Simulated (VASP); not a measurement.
# GaN (I-4m2) in VASP: G0W0 quasiparticle levels with PBEsol

Aim: the G0W0 quasiparticle levels of GaN with PBEsol.

Program: VASP 6.6.1. These are calculated values, not measurements. Logs are shortened: lines on timing, memory, paths and dates and some standing lists are left out, and cuts for length are marked.

### 1 The cell of the first run

The structure is tetragonal, space group I-4m2 (No. 119). The conventional cell has a = 3.082 Å, b = 3.082 Å, c = 4.644 Å, α = 90.00°, β = 90.00°, γ = 90.00°. Ga (site symmetry -4m2) has 4 N at 1.93 Å within 2.6 Å. Within 2.6 Å of N (site symmetry -4m2) lie 4 Ga at 1.93 Å.

### 2 G0W0 quasiparticle levels, PBEsol

Contents of POSCAR:

```
GaN
1.0
    0.0000000000      2.1794272668      2.3218874369
    2.1794272668      0.0000000000      2.3218874369
    2.1794272668      2.1794272668      0.0000000000
Ga N
1 1
Direct
    0.0000000000      0.0000000000      0.0000000000
    0.2500000000      0.2500000000      0.2500000000
```

Contents of INCAR.step1:

```
  PREC = Accurate
  ENCUT = 500
  EDIFF = 1E-8
  ISMEAR = 0
  SIGMA = 0.01
  LREAL = False
  LASPH = True
  NELM = 100
  ALGO = Normal
  LWAVE = True
  LCHARG = False
  GGA = PS
```

Contents of INCAR.step2:

```
  PREC = Accurate
  ENCUT = 500
  EDIFF = 1E-8
  ISMEAR = 0
  SIGMA = 0.01
  LREAL = False
  LASPH = True
  NELM = 1
  ALGO = Exact
  LWAVE = True
  LCHARG = False
  GGA = PS
  NBANDS = 129
  LOPTICS = True
  ISTART = 1
```

Contents of INCAR.step3:

```
  PREC = Accurate
  ENCUT = 500
  EDIFF = 1E-8
  ISMEAR = 0
  SIGMA = 0.01
  LREAL = False
  LASPH = True
  ALGO = EVGW0
  LWAVE = False
  LCHARG = False
  GGA = PS
  NELMGW = 1
  NBANDS = 129
  ENCUTGW = 180.0
  NOMEGA = 96
  PRECFOCK = Fast
  ISTART = 1
  NBANDSGW = 17
  OMEGAMAX = 20
```

Contents of KPOINTS:

```
regular mesh
0
Gamma
  6 6 6
```

Potentials or basis: VASP PAW PBE potentials, release 64 (Ga_d_GW, N_GW).

The run is started by

```bash
$ cat potpaw_PBE.64/Ga_d_GW/POTCAR potpaw_PBE.64/N_GW/POTCAR > POTCAR
$ cp INCAR.step1 INCAR
$ mpirun -np 1 vasp_std > vasp.out
$ cp INCAR.step2 INCAR
$ mpirun -np 1 vasp_std > vasp.out
$ cp INCAR.step3 INCAR
$ mpirun -np 1 vasp_std > vasp.out
```

OUTCAR:

```text
PREC = Accurate
   ENCUT = 500
   EDIFF = 1E-8
   ISMEAR = 0
   LREAL = False
   LASPH = True
   GGA = PS
   NELMGW = 1
   ENCUTGW = 180.0
   PRECFOCK = Fast
   ISTART = 1

 ion  position               nearest neighbor table
   1  0.000  0.000  0.000-   2 1.93   2 1.93   2 1.93   2 1.93
   2  0.250  0.250  0.250-   1 1.93   1 1.93   1 1.93   1 1.93

  LATTYP: Found a body centered tetragonal cell.
 ALAT       =     3.0821755989
 C/A-ratio  =     1.5066548692

  Lattice vectors:

 A1 = (  -2.1794272668,   0.0000000000,   2.3218874369)
 A2 = (   2.1794272668,   0.0000000000,   2.3218874369)
 A3 = (   0.0000000000,   2.1794272668,  -2.3218874369)

Analysis of symmetry for initial positions (statically):
=====================================================================
 Subroutine PRICEL returns:
 Original cell was already a primitive cell.

 Routine SETGRP: Setting up the symmetry group for a
 body centered tetragonal supercell.

 Subroutine GETGRP returns: Found  8 space group operations
 (whereof  8 operations were pure point group operations)
 out of a pool of 16 trial point group operations.

The static configuration has the point symmetry D_2d.

Analysis of symmetry for dynamics (positions and initial velocities):
=====================================================================
 Subroutine PRICEL returns:
 Original cell was already a primitive cell.

 Routine SETGRP: Setting up the symmetry group for a
 body centered tetragonal supercell.

 Subroutine GETGRP returns: Found  8 space group operations
 (whereof  8 operations were pure point group operations)
 out of a pool of 16 trial point group operations.

The dynamic configuration has the point symmetry D_2d.

 Subroutine INISYM returns: Found  8 space group operations
 (whereof  8 operations are pure point group operations),
 and found     1 'primitive' translations

----------------------------------------------------------------------------------------

                                     Primitive cell

  volume of cell :      22.0575

  direct lattice vectors                    reciprocal lattice vectors
     0.000000000  2.179427267  2.321887437    -0.229418071  0.229418071  0.215342050
     2.179427267  0.000000000  2.321887437     0.229418071 -0.229418071  0.215342050
     2.179427267  2.179427267  0.000000000     0.229418071  0.229418071 -0.215342050

  length of vectors
     3.184503805  3.184503805  3.082175599     0.389406601  0.389406601  0.389406601

  position of ions in fractional coordinates (direct lattice)
     0.000000000  0.000000000  0.000000000
     0.250000000  0.250000000  0.250000000

  ion indices of the primitive-cell ions
   primitive index   ion index
                 1           1
                 2           2

----------------------------------------------------------------------------------------

 KPOINTS: regular mesh

Automatic generation of k-mesh.
 Grid dimensions read from file:
 generate k-points for:    6    6    6

 Generating k-lattice:

  Cartesian coordinates                     Fractional coordinates (reciprocal lattice)
    -0.038236345  0.038236345  0.035890342     0.166666667 -0.000000000  0.000000000
     0.038236345 -0.038236345  0.035890342    -0.000000000  0.166666667  0.000000000
     0.038236345  0.038236345 -0.035890342     0.000000000  0.000000000  0.166666667

  Length of vectors
     0.064901100  0.064901100  0.064901100

  Shift w.r.t. Gamma in fractional coordinates (k-lattice)
     0.000000000  0.000000000  0.000000000

 Subroutine IBZKPT returns following result:
 ===========================================

 Found     30 irreducible k-points:

 Following reciprocal coordinates:
            Coordinates               Weight
  0.000000  0.000000  0.000000      1.000000
  0.166667 -0.000000  0.000000      8.000000
  0.333333 -0.000000  0.000000      8.000000
  0.500000 -0.000000  0.000000      4.000000
  0.166667  0.166667  0.000000      2.000000
  0.333333  0.166667  0.000000      8.000000
[... 16 lines left out ...]
  0.333333  0.000000  0.333333      4.000000
  0.500000 -0.000000  0.333333     16.000000
 [... further k-points ...]
   k-points           NKPTS =     30   k-points in BZ     NKDIM =    216   number of bands    NBANDS=    129
   number of dos      NEDOS =    301   number of ions     NIONS =      2
   total plane-waves  NPLWV =  13824
   dimension x,y,z NGX =    24 NGY =   24 NGZ =   24
   dimension x,y,z NGXF=    48 NGYF=   48 NGZF=   48
   ions per type =               1   1
   NGX,Y,Z   is equivalent  to a cutoff of  12.53, 12.53, 12.95 a.u.
   NGXF,Y,Z  is equivalent  to a cutoff of  25.06, 25.06, 25.89 a.u.
 SYSTEM =  unknown system
   PREC   = accura    normal or accurate (medium, high low for compatibility)
   ISTART =      1    job   : 0-new  1-cont  2-samecut
   ICHARG =      0    charge: 1-file 2-atom 10-const
   ISPIN  =      1    spin polarized calculation?
   LNONCOLLINEAR =      F non collinear calculations
   LSORBIT =      F    spin-orbit coupling
   LASPH  =      T    aspherical Exc in radial PAW
   ENCUT  =  500.0 eV  36.75 Ry    6.06 a.u.   5.81  5.81  5.62*2*pi/ulx,y,z
   NELM   =     60;   NELMIN=  2; NELMDL=  0     # of ELM steps
   EDIFF  = 0.1E-07   stopping-criterion for ELM
   LREAL  =      F    real-space projection
   EDIFFG = 0.1E-06   stopping-criterion for IOM
   NSW    =      0    number of steps for IOM
   IBRION =     -1    ionic relax: 0-MD 1-quasi-New 2-CG
   NFREE  =      0    steps in history (QN), initial steepest desc. (CG)
   ISIF   =      0    stress and relaxation
   ISYM   =      3    0-nonsym 1-usesym 2-fastsym
   POTIM  = 0.5000    time-step for ionic-motion
   TEBEG  =    0.0;   TEEND  =   0.0 temperature during run
   PSTRESS=    0.0 pullay stress
   NELECT =      18.0000    total number of electrons
   NUPDOWN=      -1.0000    fix difference up-down
   EMIN   =  10.00;   EMAX   =-10.00  energy-range for DOS
   EFERMI =   0.00;   METHOD = LEGACY
   ISMEAR =     0;   SIGMA  =   0.01  broadening in eV -4-tet -1-fermi 0-gaus
   EFERMI_NEDOS =   21; number of points for ismear=-14 and -15
   IALGO  =     38    algorithm
   IMIX   =      4    mixing-type and parameters
     AMIX     =   0.40;   BMIX     =  1.00
     AMIX_MAG =   1.60;   BMIX_MAG =  1.00
  volume/ion in A,a.u.               =      11.03        74.43
  Fermi-wavevector in a.u.,A,eV,Ry     =   1.529844  2.890985 31.843366  2.340421
  Thomas-Fermi vector in A             =   2.637409
   LORBIT       =      0    0 simple, 1 ext, 2 COOP (PROOUT), +10 PAW based schemes
   GGA     = PS    functional components
   LHFCALC =     T    Hartree Fock is set to
   PRECFOCK=fast      Normal, Fast or Accurate (Low or Medium for compatibility)
   ENCUT4O =  -1.0   cutoff for four orbital integrals eV
   NKREDX  =     1    reduce k-point grid by
   NKREDY  =     1    reduce k-point grid by
   NKREDZ  =     1    reduce k-point grid by
   AEXX    =    1.0000 exact exchange contribution
   HFSCREEN=    0.0000 screening length (either q_TF or 0.3 A-1)
   HFSCREENC=   0.0000 screening length for correlation (either q_TF or 0.3 A-1)
   ENCUTFOCK=  -1.0 apply spherical cutoff to Coloumb kernel
   IVDW    =     0    specifies the selected vdW correction
   LEPSILON=     F    determine dielectric tensor
   LRPA    =     F    only Hartree local field effects (RPA)
   LRPAFORCE           =     F    calculate RPA forces
   ENCUTGW             = 180.0    cutoff for response function in eV
   ENCUTGWSOFT         = 144.0    soft cutoff for Coulomb kernel in GW response function in eV
   ENCUTLF             =  -1.0    cutoff for local field effects
   NELMGW              =     1    number of iterations in solving QP/BSE equation
   NELMHF              =     1    number of iterations in the inner HF iteration
   NKREDLFX            =     1    NKREDLFY  =   1   NKREDLFZ  =   1
 non-spin polarized calculation
 Gauss-broadening in eV      SIGMA  =   0.01
  energy-cutoff  :      500.00
  volume of cell :       22.06
 maximum number of plane-waves:       576
  NGX = 14; NGY = 14; NGZ = 14
   NGX = 11   NGY = 11   NGZ = 11
 maximum number of plane-waves:       129

 QP shifts <psi_nk| G(iteration)W_0 |psi_nk>: iteration 1
 for sc-GW calculations column KS-energies equals QP-energies in previous step
 and V_xc(KS)=  KS-energies - (<T + V_ion + V_H > + <T+V_H+V_ion>^1  + <V_x>^1)

 k-point   1 :       0.0000    0.0000    0.0000
  band No.  KS-energies  QP-energies   sigma(KS)   V_xc(KS)     V^pw_x(r,r')   Z            occupation Imag(sigma)

      1     -10.8786     -12.0166     -16.5720     -14.8487     -24.5965       0.6604       2.0000       0.9784
      2      -8.1931     -10.9732     -25.1996     -21.3926     -34.6379       0.7303       2.0000       0.1506
      3      -8.1167     -10.8968     -25.2640     -21.4548     -34.7402       0.7298       2.0000       0.1535
      4      -8.1167     -10.8968     -25.2640     -21.4548     -34.7402       0.7298       2.0000       0.1535
      5      -7.7903     -10.6725     -25.6607     -21.7419     -35.0986       0.7355       2.0000       0.0984
      6      -7.7823     -10.6832     -25.7390     -21.8026     -35.1770       0.7369       2.0000       0.0978
[... 9 lines left out ...]
     16      23.7915      24.5927     -11.1309     -12.1384      -5.3808       0.7952       0.0000      -0.3686
     17      25.0360      25.5122      -9.6355     -10.2517      -3.0748       0.7727       0.0000      -0.5743

 k-point   2 :       0.1667   -0.0000    0.0000
  band No.  KS-energies  QP-energies   sigma(KS)   V_xc(KS)     V^pw_x(r,r')   Z            occupation Imag(sigma)

      1     -10.5655     -11.7845     -17.1435     -15.3289     -25.1985       0.6718       2.0000       0.9397
      2      -8.1378     -10.9200     -25.2255     -21.4183     -34.6676       0.7307       2.0000       0.1518
      3      -8.0795     -10.8666     -25.3146     -21.4982     -34.7988       0.7303       2.0000       0.1519
      4      -8.0188     -10.7309     -24.8008     -21.0904     -34.1379       0.7309       2.0000       0.1828
      5      -7.7894     -10.6866     -25.7236     -21.7905     -35.1632       0.7366       2.0000       0.0988
      6      -7.7846     -10.6658     -25.6444     -21.7307     -35.0822       0.7362       2.0000       0.1006
[... 9 lines left out ...]
     16      22.8710      23.4690     -10.2423     -11.0050      -4.3836       0.7839       0.0000      -0.3811
     17      26.2930      27.1583      -9.9060     -11.0091      -3.1303       0.7844       0.0000      -0.7359

 k-point   3 :       0.3333   -0.0000    0.0000
  band No.  KS-energies  QP-energies   sigma(KS)   V_xc(KS)     V^pw_x(r,r')   Z            occupation Imag(sigma)
[... 421 lines left out ...]
      1      -9.7961     -11.5214     -20.3683     -17.8929     -28.9679       0.6970       2.0000       0.6646
      2      -8.0200     -10.8163     -25.0500     -21.2372     -34.3665       0.7334       2.0000       0.1382
      3      -7.9235     -10.7440     -25.5368     -21.6903     -35.0522       0.7333       2.0000       0.1456
      4      -7.8908     -10.7265     -25.5975     -21.7325     -35.1163       0.7337       2.0000       0.1406
      5      -7.7201     -10.6132     -25.7621     -21.8387     -35.2313       0.7374       2.0000       0.1004
      6      -7.0321      -9.2552     -22.4483     -19.3998     -30.9522       0.7293       2.0000       0.3436
[... 9 lines left out ...]
     16      29.2345      30.1162     -11.4142     -12.5328      -4.4512       0.7882       0.0000      -0.9874
     17      30.5678      31.2704      -9.9861     -10.8742      -2.8609       0.7911       0.0000      -1.0618

 k-point  24 :       0.5000   -0.0000    0.3333
  band No.  KS-energies  QP-energies   sigma(KS)   V_xc(KS)     V^pw_x(r,r')   Z            occupation Imag(sigma)

      1      -9.6653     -11.5814     -21.4231     -18.6986     -30.2461       0.7033       2.0000       0.5638
      2      -8.0337     -10.8400     -25.1357     -21.3080     -34.4813       0.7331       2.0000       0.1352
      3      -7.8851     -10.7215     -25.5717     -21.7073     -35.0856       0.7340       2.0000       0.1382
      4      -7.8513     -10.7009     -25.6416     -21.7628     -35.1539       0.7347       2.0000       0.1330
      5      -7.7120     -10.6063     -25.7772     -21.8551     -35.2580       0.7379       2.0000       0.1023
      6      -6.1566      -8.1988     -22.2462     -19.4356     -30.4960       0.7266       2.0000       0.3765
[... 9 lines left out ...]
     16      27.9175      28.7769     -11.2798     -12.3645      -4.4517       0.7923       0.0000      -0.8399
     17      30.5621      31.4063     -10.4742     -11.5341      -3.5844       0.7965       0.0000      -0.9622

 [... further k-points ...]
```

It took 29 min on 1 thread of AMD EPYC 7R13, shared host; peak memory 0.68 GiB.

What came out:

```
Quasiparticle gap                                   : 3.06 eV
Least direct quasiparticle gap                      : 3.06 eV
Band gap of the starting levels on the mesh         : 1.80 eV
Least direct gap of the starting levels on the mesh : 1.80 eV
```

Caveat: the k points lie up to 0.41 Å⁻¹ apart; bands, screening cutoff and mesh are small and nothing is extrapolated, so the quasiparticle values aren't converged.
